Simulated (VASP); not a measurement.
Runs of VASP 6.6.1 on C. The structure is that of space group I4_1/amd (No. 141), or close to it. The cells are those of the table. 

| cell | gap on the mesh (eV) | pressure (GPa) |
| --- | --- | --- |
| a = 2.530, b = 2.530, c = 2.320 Å, angles 62.7, 62.7, 54.6°, 2 atoms | (b) | 49.7 |
| a = 2.476, b = 2.476, c = 2.320 Å, angles 62.1, 62.1, 55.9°, 2 atoms | 2.77 | 73.7 |
| a = 2.423, b = 2.423, c = 2.522 Å, angles 58.6, 58.6, 62.7°, 2 atoms | 2.18 | 45.4 |
| a = 2.577, b = 2.577, c = 2.724 Å, angles 58.1, 58.1, 63.8°, 2 atoms | 1.29 | -37.7 |
| a = 2.530, b = 2.530, c = 2.724 Å, angles 57.4, 57.4, 65.1°, 2 atoms | 0.39 | -24.3 |
| a = 2.476, b = 2.476, c = 2.623 Å, angles 58.0, 58.0, 64.0°, 2 atoms | 1.20 | 4.8 |
| a = 2.524, b = 2.524, c = 2.623 Å, angles 58.7, 58.7, 62.6°, 2 atoms | 2.16 | (c) |
| a = 2.625, b = 2.625, c = 2.724 Å, angles 58.7, 58.7, 62.5°, 2 atoms | 2.12 | -48.4 |
| a = 2.577, b = 2.577, c = 2.421 Å, angles 62.0, 62.0, 56.0°, 2 atoms | (a) | 5.0 |

Alike in all rows: task single point; level PBE; potentials or basis VASP PAW PBE potentials, release 64 (C); no spin polarisation; k mesh 12 × 12 × 12; cutoff (eV) 520; smearing gaussian 0.05 eV.

Question: Estimate the missing entries.

Answer: (a) 2.69; (b) 2.23; (c) -13.0.

A k mesh can miss the band edges.
